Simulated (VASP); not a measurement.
Input of a VASP 6.6.1 run:

The input INCAR:

```
SYSTEM = Ru2W
PREC = Accurate
ENCUT = 520
EDIFF = 1E-6
ISMEAR = 0
SIGMA = 0.1
LREAL = .FALSE.
LASPH = .TRUE.
NELM = 80
ALGO = Normal
ISIF = 2
LWAVE = .FALSE.
LCHARG = .FALSE.
GGA = PE
NBANDS = 28
```

Contents of KPOINTS:

```
regular mesh
0
G
  6 6 4
  0 0 0
```

Contents of POSCAR:

```
Ru2W
1.0
    2.7503995604      0.0000000024      0.0000000000
   -1.3751997823      2.3819158887      0.0000000000
    0.0000000000      0.0000000000      7.3275473490
Ru W
2 1
Direct
    0.0000000000      0.0000000000      0.6752415664
    0.0000000000      0.0000000000      0.3247584336
    0.0000000000      0.0000000000      0.0000000000
```

Potentials or basis: VASP PAW PBE potentials, release 64 (Ru_pv, W_sv).

The run is started by

```console
$ cat potpaw_PBE.64/Ru_pv/POTCAR potpaw_PBE.64/W_sv/POTCAR > POTCAR
$ mpirun -np 1 vasp_std > vasp.out
```

Task: Estimate the band gap on the k mesh.

Result: Zero (bands 21 and 22 overlap by 2.69 eV).

Task: Predict the largest force.

Result: 0.115 eV/Å.

Task: Estimate the pressure.

Result: 0.6 GPa.

Stress tensor (GPa, compression positive):
```
0.17 0.00 0.00
0.00 0.17 0.00
0.00 0.00 1.50
```

Caveat: the k points lie up to 0.44 Å⁻¹ apart, too coarse for converged energies and pressures of a metal; spin-orbit coupling is left out, which moves the levels of the heavy elements.
